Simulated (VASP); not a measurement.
Runs of VASP 6.6.1 on F. The structure is that of space group Fm-3m (No. 225), or close to it. The cells are those of the table. 

```csv
task,cell,k mesh,cutoff (eV),gap on the mesh (eV),pressure (GPa)
single point,"a = 1.811 Å, angles 60.0°, 1 atom",24 × 24 × 24,520,none,(a)
single point,"a = 2.435 Å, angles 60.0°, 1 atom",18 × 18 × 18,520,none,-0.6
single point,"a = 1.810 Å, angles 60.0°, 1 atom",24 × 24 × 24,520,none,430.6
relaxation of cell and atoms,"relaxed to 430 GPa from a = 1.811 Å, angles 60.0°, 1 atom",24 × 24 × 24,600,none,430.0
```

Alike in all rows: level PBE; potentials or basis VASP PAW PBE potentials, release 64 (F); no spin polarisation; smearing fermi-dirac 0.08 eV.

Q: Estimate the missing entries.

A: (a) 429.9.

Caveats: an odd number of electrons without spin polarisation forces a metal; a magnetic or distorted state may lie lower; the cell stands under pressure (at least some runs); the cell is relaxed towards a set pressure, so the run minimises the enthalpy, not the energy (at least some runs).

A gap of «none» marks levels without a gap at the run's occupations.
